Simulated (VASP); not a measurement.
Wanted: the native input for a VASP 6.6.1 run.

| Quantity | Value |
| --- | --- |
| Task | single point |
| Functional | PBE |
| Potentials or basis | VASP PAW PBE potentials, release 64 (Ag) |
| Cutoff | 520 eV |
| k mesh | 22 × 22 × 22 |
| Occupations | gaussian, width 0.15 eV |
| Spin | no spin polarisation |
| Dipole correction | no |
| Further INCAR settings | ALGO = Fast; EDIFF = 1e-06; NBANDS = 12 |

The structure of Ag lies in POSCAR:

```
Ag
1.0
    0.0000000000      2.1006821639      1.9326275907
    2.1006821639      0.0000000000      1.9326275907
    2.1006821639      2.1006821639      0.0000000000
Ag
1
Direct
    0.0000000000      0.0000000000      0.0000000000
```

This cell differs from its parent crystal: ratio of the length along z to the lengths across it x 0.92, volume and fractional coordinates fixed.

One way to write it, as run:

INCAR

```
SYSTEM = Ag
ALGO     = Fast           ! electronic algorithm
EDIFF    = 1E-6           ! SCF threshold, eV
ENCUT    = 520            ! plane-wave cutoff, eV
GGA      = PE             ! functional
ISIF     = 2              ! what is computed and relaxed
ISMEAR   = 0              ! smearing method
LASPH    = .TRUE.         ! aspherical terms in the spheres
LCHARG   = .TRUE.         ! write CHGCAR
LELF     = .TRUE.         ! ELF
LREAL    = .FALSE.        ! projectors in reciprocal space
LVHAR    = .TRUE.       
LWAVE    = .FALSE.        ! write WAVECAR
NBANDS   = 12             ! bands
NELM     = 80             ! most SCF steps
PREC     = Accurate       ! precision mode
SIGMA    = 0.15           ! smearing width, eV
```

KPOINTS

```
k-points
0
G
  22 22 22
  0 0 0
```

Potentials or basis: VASP PAW PBE potentials, release 64 (Ag).

The run is started by

```console
$ cat potpaw_PBE.64/Ag/POTCAR > POTCAR
$ mpirun -np 1 vasp_std > vasp.out
```

Results of the run:

```json
{"Pressure": "4.7 GPa"}
```

Wall time 2.4 min on 1 thread of AMD EPYC 7R13 Processor (Zen 3), on a shared host, peak memory 0.25 GiB.
